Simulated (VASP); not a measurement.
# Sn (I4_1/amd) in VASP: further runs

The runs below take Sn through single point, with PBE, r2SCAN.

Everything below comes from runs of VASP 6.6.1. Logs are shortened: lines on timing, memory, paths and dates and some standing lists are left out, and cuts for length are marked.

## Step 1: The cell of the first run

It takes space group I4_1/amd (No. 141, tetragonal). The conventional cell has a = 4.877 Å, b = 4.877 Å, c = 6.250 Å, α = 90.00°, β = 90.00°, γ = 90.00°. Sn (site symmetry -4m2) has 4 Sn at 2.90 Å within 3.8 Å.

## Step 2: Single point, PBE (epitaxial xy strain +5.0%)

The input, INCAR:

```
SYSTEM = Sn
  PREC = Accurate
  ENCUT = 520
  EDIFF = 1E-6
  ISMEAR = -1
  SIGMA = 0.02
  LREAL = .FALSE.
  LASPH = .TRUE.
  NELM = 100
  ALGO = Normal
  ISIF = 2
  LWAVE = .FALSE.
  LCHARG = .FALSE.
  GGA = PE
  NBANDS = 21
```

The input, KPOINTS:

```
regular mesh
0
G
  6 6 6
  0 0 0
```

The input, POSCAR:

```
Sn
1.0
    0.0000000000      3.4486827700      3.1251435170
    3.4486827700      0.0000000000      3.1251435170
    3.4486827700      3.4486827700      0.0000000000
Sn
2
Direct
    0.0000000000      0.0000000000      0.0000000000
    0.2500000000      0.2500000000      0.2500000000
```

Potentials or basis: VASP PAW PBE potentials, release 64 (Sn_d).

The run is started by

```sh
cat potpaw_PBE.64/Sn_d/POTCAR > POTCAR
mpirun -np 1 vasp_std > vasp.out
```

OUTCAR:

```text
SYSTEM = Sn
   PREC = Accurate
   ENCUT = 520
   EDIFF = 1E-6
   ISMEAR = -1
   LREAL = .FALSE.
   LASPH = .TRUE.
   NELM = 100
   ISIF = 2
   GGA = PE

 ion  position               nearest neighbor table
   1  0.000  0.000  0.000-   2 2.90   2 2.90   2 2.90   2 2.90
   2  0.250  0.250  0.250-   1 2.90   1 2.90   1 2.90   1 2.90

  LATTYP: Found a body centered tetragonal cell.
 ALAT       =     4.8771739457
 C/A-ratio  =     1.2815386746

  Lattice vectors:

 A1 = (   0.0000000000,  -3.4486827700,  -3.1251435170)
 A2 = (   0.0000000000,   3.4486827700,  -3.1251435170)
 A3 = (   3.4486827700,   0.0000000000,   3.1251435170)

Analysis of symmetry for initial positions (statically):
=====================================================================
 Subroutine PRICEL returns:
 Original cell was already a primitive cell.

 Routine SETGRP: Setting up the symmetry group for a
 body centered tetragonal supercell.

 Subroutine GETGRP returns: Found 16 space group operations
 (whereof  8 operations were pure point group operations)
 out of a pool of 16 trial point group operations.

The static configuration has the point symmetry D_2d.
 The point group associated with its full space group is D_4h.

Analysis of symmetry for dynamics (positions and initial velocities):
=====================================================================
 Subroutine PRICEL returns:
 Original cell was already a primitive cell.

 Routine SETGRP: Setting up the symmetry group for a
 body centered tetragonal supercell.

 Subroutine GETGRP returns: Found 16 space group operations
 (whereof  8 operations were pure point group operations)
 out of a pool of 16 trial point group operations.

The dynamic configuration has the point symmetry D_2d.
 The point group associated with its full space group is D_4h.

 Subroutine INISYM returns: Found 16 space group operations
 (whereof  8 operations are pure point group operations),
 and found     1 'primitive' translations

----------------------------------------------------------------------------------------

                                     Primitive cell

  volume of cell :      74.3372

  direct lattice vectors                    reciprocal lattice vectors
     0.000000000  3.448682770  3.125143517    -0.144982892  0.144982892  0.159992652
     3.448682770  0.000000000  3.125143517     0.144982892 -0.144982892  0.159992652
     3.448682770  3.448682770  0.000000000     0.144982892  0.144982892 -0.159992652

  length of vectors
     4.654023512  4.654023512  4.877173946     0.260072541  0.260072541  0.260072541

  position of ions in fractional coordinates (direct lattice)
     0.000000000  0.000000000  0.000000000
     0.250000000  0.250000000  0.250000000

  ion indices of the primitive-cell ions
   primitive index   ion index
                 1           1
                 2           2

----------------------------------------------------------------------------------------

 KPOINTS: regular mesh

Automatic generation of k-mesh.
 Grid dimensions read from file:
 generate k-points for:    6    6    6

 Generating k-lattice:

  Cartesian coordinates                     Fractional coordinates (reciprocal lattice)
    -0.024163815  0.024163815  0.026665442     0.166666667  0.000000000  0.000000000
     0.024163815 -0.024163815  0.026665442     0.000000000  0.166666667  0.000000000
     0.024163815  0.024163815 -0.026665442     0.000000000  0.000000000  0.166666667

  Length of vectors
     0.043345423  0.043345423  0.043345423

  Shift w.r.t. Gamma in fractional coordinates (k-lattice)
     0.000000000  0.000000000  0.000000000

 Subroutine IBZKPT returns following result:
 ===========================================

 Found     30 irreducible k-points:

 Following reciprocal coordinates:
            Coordinates               Weight
  0.000000  0.000000  0.000000      1.000000
  0.166667  0.000000  0.000000      8.000000
  0.333333  0.000000  0.000000      8.000000
  0.500000  0.000000  0.000000      4.000000
  0.166667  0.166667  0.000000      2.000000
  0.333333  0.166667  0.000000      8.000000
[... 16 lines left out ...]
  0.333333  0.000000  0.333333      4.000000
  0.500000 -0.000000  0.333333     16.000000
 [... further k-points ...]
   k-points           NKPTS =     30   k-points in BZ     NKDIM =     30   number of bands    NBANDS=     21
   number of dos      NEDOS =    301   number of ions     NIONS =      2
   total plane-waves  NPLWV =  46656
   dimension x,y,z NGX =    36 NGY =   36 NGZ =   36
   dimension x,y,z NGXF=    72 NGYF=   72 NGZF=   72
   ions per type =               2
   NGX,Y,Z   is equivalent  to a cutoff of  12.86, 12.86, 12.27 a.u.
   NGXF,Y,Z  is equivalent  to a cutoff of  25.72, 25.72, 24.54 a.u.
 SYSTEM =  Sn
   PREC   = accura    normal or accurate (medium, high low for compatibility)
   ISTART =      0    job   : 0-new  1-cont  2-samecut
   ICHARG =      2    charge: 1-file 2-atom 10-const
   ISPIN  =      1    spin polarized calculation?
   LNONCOLLINEAR =      F non collinear calculations
   LSORBIT =      F    spin-orbit coupling
   LASPH  =      T    aspherical Exc in radial PAW
   ENCUT  =  520.0 eV  38.22 Ry    6.18 a.u.   8.65  8.65  9.07*2*pi/ulx,y,z
   NELM   =    100;   NELMIN=  2; NELMDL= -5     # of ELM steps
   EDIFF  = 0.1E-05   stopping-criterion for ELM
   LREAL  =      F    real-space projection
   EDIFFG = 0.1E-04   stopping-criterion for IOM
   NSW    =      0    number of steps for IOM
   IBRION =     -1    ionic relax: 0-MD 1-quasi-New 2-CG
   NFREE  =      0    steps in history (QN), initial steepest desc. (CG)
   ISIF   =      2    stress and relaxation
   ISYM   =      2    0-nonsym 1-usesym 2-fastsym
   POTIM  = 0.5000    time-step for ionic-motion
   TEBEG  =    0.0;   TEEND  =   0.0 temperature during run
   PSTRESS=    0.0 pullay stress
   NELECT =      28.0000    total number of electrons
   NUPDOWN=      -1.0000    fix difference up-down
   EMIN   =  10.00;   EMAX   =-10.00  energy-range for DOS
   EFERMI =   0.00;   METHOD = LEGACY
   ISMEAR =    -1;   SIGMA  =   0.02  broadening in eV -4-tet -1-fermi 0-gaus
   EFERMI_NEDOS =   21; number of points for ismear=-14 and -15
   IALGO  =     38    algorithm
   IMIX   =      4    mixing-type and parameters
     AMIX     =   0.40;   BMIX     =  1.00
     AMIX_MAG =   1.60;   BMIX_MAG =  1.00
  volume/ion in A,a.u.               =      37.17       250.83
  Fermi-wavevector in a.u.,A,eV,Ry     =   1.182294  2.234211 19.018472  1.397818
  Thomas-Fermi vector in A             =   2.318551
   LORBIT       =      0    0 simple, 1 ext, 2 COOP (PROOUT), +10 PAW based schemes
   GGA     = PE    functional components
   LHFCALC =     F    Hartree Fock is set to
   AEXX    =    0.0000 exact exchange contribution
   IVDW    =     0    specifies the selected vdW correction
   LEPSILON=     F    determine dielectric tensor
   LRPA    =     F    only Hartree local field effects (RPA)
 non-spin polarized calculation
  energy-cutoff  :      520.00
  volume of cell :       74.34
 maximum number of plane-waves:      2019
 NGX is ok and might be reduce to    36
   NGX = 17   NGY = 17   NGZ = 19

 number of electron      28.0000005 magnetization

 Free energy of the ion-electron system (eV)
  ---------------------------------------------------
  ext. energy  EPLUGINS =         0.00000000
  ---------------------------------------------------
  free energy    TOTEN  =        -7.62219301 eV

  energy without entropy =       -7.62046503  energy(sigma->0) =       -7.62132902

 E-fermi :   4.6905     XC(G=0):  -8.5207

 val. band max:        4.6860633405   @ k =   0.1667   0.0000   0.0000
 cond. band min:       4.6972060143   @ k =   0.0000   0.0000   0.0000
 fundamental gap:      0.0111426738
 Fermi energy:         4.6904567441

 k-point     1 :       0.0000    0.0000    0.0000
  band No.  band energies     occupation
      1     -16.7580      2.00000
      2     -16.7293      2.00000
      3     -16.7293      2.00000
      4     -16.6941      2.00000
      5     -16.6872      2.00000
      6     -16.4693      2.00000
[... 13 lines left out ...]
     20      11.8544      0.00000
     21      12.5765      0.00000

 k-point     2 :       0.1667    0.0000    0.0000
  band No.  band energies     occupation
      1     -16.7639      2.00000
      2     -16.7410      2.00000
      3     -16.7338      2.00000
      4     -16.6742      2.00000
      5     -16.6685      2.00000
      6     -16.4975      2.00000
[... 13 lines left out ...]
     20      11.2812      0.00000
     21      11.7969      0.00000

 k-point     3 :       0.3333    0.0000    0.0000
  band No.  band energies     occupation
      1     -16.7767      2.00000
      2     -16.7501      2.00000
      3     -16.7277      2.00000
      4     -16.6504      2.00000
      5     -16.6464      2.00000
      6     -16.5192      2.00000
[... 13 lines left out ...]
     20      12.0809      0.00000
     21      12.1894      0.00000

 k-point     4 :       0.5000    0.0000    0.0000
  band No.  band energies     occupation
      1     -16.7817      2.00000
      2     -16.7520      2.00000
      3     -16.7231      2.00000
      4     -16.6424      2.00000
      5     -16.6391      2.00000
      6     -16.5262      2.00000
[... 13 lines left out ...]
     20      12.6365      0.00000
     21      13.5644      0.00000

 k-point     5 :       0.1667    0.1667    0.0000
  band No.  band energies     occupation
      1     -16.7476      2.00000
      2     -16.7377      2.00000
      3     -16.7377      2.00000
      4     -16.6759      2.00000
      5     -16.6637      2.00000
      6     -16.4992      2.00000
[... 13 lines left out ...]
     20      11.5114      0.00000
     21      12.2034      0.00000

 k-point     6 :       0.3333    0.1667    0.0000
  band No.  band energies     occupation
      1     -16.7675      2.00000
      2     -16.7474      2.00000
      3     -16.7140      2.00000
      4     -16.6513      2.00000
      5     -16.6400      2.00000
      6     -16.5253      2.00000
[... 13 lines left out ...]
     20      12.4962      0.00000
     21      12.8630      0.00000

 k-point     7 :       0.5000    0.1667    0.0000
  band No.  band energies     occupation
      1     -16.7886      2.00000
      2     -16.7551      2.00000
      3     -16.6914      2.00000
      4     -16.6334      2.00000
      5     -16.6280      2.00000
      6     -16.5300      2.00000
[... 13 lines left out ...]
     20      13.3662      0.00000
     21      13.6490      0.00000
[... 291 lines left out ...]
      1     -16.7946      2.00000
      2     -16.7747      2.00000
      3     -16.6654      2.00000
      4     -16.6100      2.00000
      5     -16.5889      2.00000
      6     -16.5697      2.00000
[... 13 lines left out ...]
     20      13.9827      0.00000
     21      14.3617      0.00000

 k-point    21 :      -0.1667    0.3333    0.1667
  band No.  band energies     occupation
      1     -16.7953      2.00000
      2     -16.7704      2.00000
      3     -16.7035      2.00000
      4     -16.6273      2.00000
      5     -16.5851      2.00000
      6     -16.5827      2.00000
[... 13 lines left out ...]
     20      12.0811      0.00000
     21      13.7744      0.00000

 k-point    22 :      -0.3333    0.5000    0.1667
  band No.  band energies     occupation
      1     -16.7784      2.00000
      2     -16.7784      2.00000
      3     -16.6161      2.00000
      4     -16.6161      2.00000
      5     -16.5761      2.00000
      6     -16.5761      2.00000
[... 13 lines left out ...]
     20      13.5003      0.00000
     21      14.6384      0.00000

 k-point    23 :       0.3333    0.0000    0.3333
  band No.  band energies     occupation
      1     -16.7864      2.00000
      2     -16.7703      2.00000
      3     -16.7348      2.00000
      4     -16.6298      2.00000
      5     -16.6119      2.00000
      6     -16.5664      2.00000
[... 13 lines left out ...]
     20      13.4718      0.00000
     21      13.8946      0.00000

 k-point    24 :       0.5000   -0.0000    0.3333
  band No.  band energies     occupation
      1     -16.7949      2.00000
      2     -16.7834      2.00000
      3     -16.7026      2.00000
      4     -16.6350      2.00000
      5     -16.6007      2.00000
      6     -16.5428      2.00000
[... 13 lines left out ...]
     20      13.3708      0.00000
     21      14.2796      0.00000

 [... further k-points ...]

------------------------ aborting loop because EDIFF is reached ----------------------------------------

  FORCE on cell =-STRESS in cart. coord.  units (eV):
  Direction    XX          YY          ZZ          XY          YZ          ZX
  --------------------------------------------------------------------------------------
  -------------------------------------------------------------------------------------
  Total       -0.4743571     -0.4743571      0.5291952      0.0000000      0.0000000      0.0000000
  in kB      -10.2237327    -10.2237327     11.4056500      0.0000000      0.0000000      0.0000000
  external PRESSURE =      -3.0139385 kB  Pullay stress =       0.0000000 kB

 VOLUME and BASIS-vectors are now :
 -----------------------------------------------------------------------------
  energy-cutoff  :      520.00
  volume of cell :       74.34
      direct lattice vectors                 reciprocal lattice vectors
     0.000000000  3.448682770  3.125143517    -0.144982892  0.144982892  0.159992652
     3.448682770  0.000000000  3.125143517     0.144982892 -0.144982892  0.159992652
     3.448682770  3.448682770  0.000000000     0.144982892  0.144982892 -0.159992652

 POSITION                                       TOTAL-FORCE (eV/Angst)
 -----------------------------------------------------------------------------------
      0.00000      0.00000      0.00000         0.000000     -0.000000      0.000000
      1.72434      1.72434      1.56257        -0.000000      0.000000     -0.000000
 -----------------------------------------------------------------------------------
    total drift:                                0.000000      0.000000      0.000000

  FREE ENERGIE OF THE ION-ELECTRON SYSTEM (eV)
  ---------------------------------------------------
  free  energy   TOTEN  =        -7.6221930140 eV

  energy  without entropy=       -7.6204650335  energy(sigma->0) =       -7.62132902
```

It took 28 s on 1 thread of AMD EPYC 9R45 (Zen 5), shared host; peak memory 0.18 GiB.

Results:

```
Free energy            : -7.6222 eV
Pressure               : -0.3 GPa
Band gap on the k mesh : zero (bands 14 and 15 overlap by 0.15 eV)
```

Stress tensor (GPa, compression positive):
```
-1.02  0.00  0.00
 0.00 -1.02  0.00
 0.00  0.00  1.14
```

Caveat: the cell differs from its parent crystal (epitaxial xy strain +5.0%); spin-orbit coupling is left out, which moves the levels of the heavy elements.

## Step 3: Single point, r2SCAN (epitaxial xy strain +5.0%)

POSCAR is that of step 2.

The input, INCAR.step1:

```
PREC = Accurate ; ENCUT = 520
ISMEAR = -1 ; SIGMA = 0.02
LREAL = False ; LASPH = True
NELM = 100 ; NBANDS = 21
GGA = PE ; ALGO = Normal
EDIFF = 1E-4 ; LWAVE = True
LCHARG = False
```

The input, INCAR.step2:

```
PREC = Accurate ; ENCUT = 520
EDIFF = 1E-6 ; ISMEAR = -1
SIGMA = 0.02 ; LREAL = False
LASPH = True ; NELM = 100
ALGO = Normal ; ISIF = 2
LWAVE = False ; LCHARG = True
METAGGA = R2SCAN ; LMIXTAU = True
LELF = True ; LVHAR = True
NBANDS = 21 ; ISTART = 1
```

The input, KPOINTS:

```
regular mesh
0
Gamma
  6 6 6
```

Potentials or basis: VASP PAW PBE potentials, release 64 (Sn_d).

The run is started by

```sh
cat potpaw_PBE.64/Sn_d/POTCAR > POTCAR
cp INCAR.step1 INCAR
mpirun -np 1 vasp_std > vasp.out
cp INCAR.step2 INCAR
mpirun -np 1 vasp_std > vasp.out
```

It took 1.8 min on 1 thread of AMD EPYC 9R45 (Zen 5), shared host; peak memory 0.19 GiB.

Results (log left out):

| Quantity | Value |
| --- | --- |
| Free energy | -49.3967 eV |
| Pressure | -1.9 GPa |

Stress tensor (GPa, compression positive):
```
-2.88  0.00  0.00
 0.00 -2.88  0.00
 0.00  0.00 -0.05
```

Levels at points of the mesh, in eV from the Fermi level:
```csv
k point,band 12,band 13,band 14,band 15,band 16,band 17
"(0.00, 0.00, 0.00)",-0.88,-0.04,-0.04,0.55,2.10,2.55
"(0.50, 0.00, 0.00)",-6.13,-1.29,-0.67,0.02,3.30,3.75
"(0.50, 0.50, 0.00)",-7.21,-2.56,-2.56,0.77,0.77,7.81
"(0.50, 0.00, 0.50)",-7.52,-2.05,-2.05,1.36,1.36,7.37
```

Caveat: the cell differs from its parent crystal (epitaxial xy strain +5.0%); the PAW data sets were made with another functional, which shifts forces and pressure a little; spin-orbit coupling is left out, which moves the levels of the heavy elements.
